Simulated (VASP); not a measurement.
Runs of VASP 6.6.1 on Cu. The structure is that of space group P6_3/mmc (No. 194), or close to it. The cells are those of the table. This isn't the form of Cu at room conditions, which is fcc.

```tsv
cell	gap on the mesh (eV)	pressure (GPa)
a = 2.385, b = 2.385, c = 4.644 Å, angles 90.0, 90.0, 120.0°, 2 atoms	none	7.3
a = 2.675, b = 2.675, c = 3.690 Å, angles 90.0, 90.0, 120.0°, 2 atoms	none	5.7
a = 2.493, b = 2.493, c = 4.249 Å, angles 90.0, 90.0, 120.0°, 2 atoms	none	1.3
a = 2.569, b = 2.569, c = 4.002 Å, angles 90.0, 90.0, 120.0°, 2 atoms	none	1.3
a = 2.606, b = 2.606, c = 3.890 Å, angles 90.0, 90.0, 120.0°, 2 atoms	none	2.4
a = 2.455, b = 2.455, c = 4.382 Å, angles 90.0, 90.0, 120.0°, 2 atoms	none	(a)
```

Alike in all rows: task single point; level r2SCAN; potentials or basis VASP PAW PBE potentials, release 64 (Cu); no spin polarisation; k mesh 24 × 24 × 14; cutoff (eV) 520; smearing gaussian 0.15 eV.

Problem. Fill in the values left out.

Solution. (a) 2.5.

Caveats: the PAW data sets were made with another functional, which shifts forces and pressure a little; the cell stands under pressure (at least some runs).

A gap of «none» marks levels without a gap at the run's occupations.
